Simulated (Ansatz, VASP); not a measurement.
Two plane-wave programs on CuO

The input INCAR:

```
SYSTEM = CuO
ALGO = Normal
EDIFF = 1E-6
ENCUT = 520
ISIF = 2
ISMEAR = -1
LASPH = .TRUE.
LCHARG = .FALSE.
LREAL = .FALSE.
LWAVE = .FALSE.
NBANDS = 25
NELM = 60
PREC = Accurate
SIGMA = 0.05
```

The input KPOINTS:

```
k-points
0
G
  9 9 5
  0 0 0
```

File POSCAR:

```
CuO
1.0
    2.0300165018     -2.1957871937      0.0000000000
    2.0300165018      2.1957871937      0.0000000000
    0.0000000000      0.0000000000      5.2570503003
Cu O
2 2
Direct
    0.5000000000      0.0000000000      0.0000000000
    0.0000000000      0.5000000000      0.5000000000
    0.5000000000      0.5000000000      0.2500000000
    0.5000000000      0.5000000000      0.7500000000
```

The input input.yaml:

```yaml
crystal:
  lattice:
    - [2.0300165018, -2.1957871937, 0.0]
    - [2.0300165018, 2.1957871937, 0.0]
    - [0.0, 0.0, 5.2570503003]
  atoms:
    - { symbol: Cu, position: [0.5, 0.0, 0.0] }
    - { symbol: Cu, position: [0.0, 0.5, 0.5] }
    - { symbol: O, position: [0.5, 0.5, 0.25] }
    - { symbol: O, position: [0.5, 0.5, 0.75] }
hamiltonian:
  xc: lda
  pseudopotentials: { kind: paw }
kpoints:
  mp_grid: { grid: [9, 9, 5] }
scf:
  occupations: { method: fermi_dirac, width: 0.05 }
output:
  forces: true
  stress: true
  eigenvalues: true
```

Alike in both runs: task single point; functional LDA; k mesh 9 × 9 × 5; occupations fermi-dirac, width 0.05 eV; no spin polarisation.

|  | VASP | Ansatz |
| --- | --- | --- |
| version | VASP 6.6.1 | Ansatz 0.2.0 |
| potentials or method | VASP PAW LDA potentials, release 64 (Cu, O) | Ansatz PAW |
| plane-wave cutoff (eV) | 520 | 420 |
| valence electrons in the cell | 34 | 50 |

|  | VASP | Ansatz | Ansatz less VASP |
| --- | --- | --- | --- |
| gap on the k mesh at the Fermi level (eV) | none | none | - |
| pressure (GPa) | -18.4 | -18.9 | -0.58 |
| traceless stress, the component that is largest in VASP (GPa) | -4.41 | -4.64 | -0.224 |

LDA's correlation is that of Perdew and Zunger in VASP and of Perdew and Wang (1992) in Ansatz. A gap of «none» marks a metal or a gap that the smearing closes. VASP's potentials hold 34 valence electrons a cell and Ansatz's 50, so a difference there can come from the potentials and not from the codes.
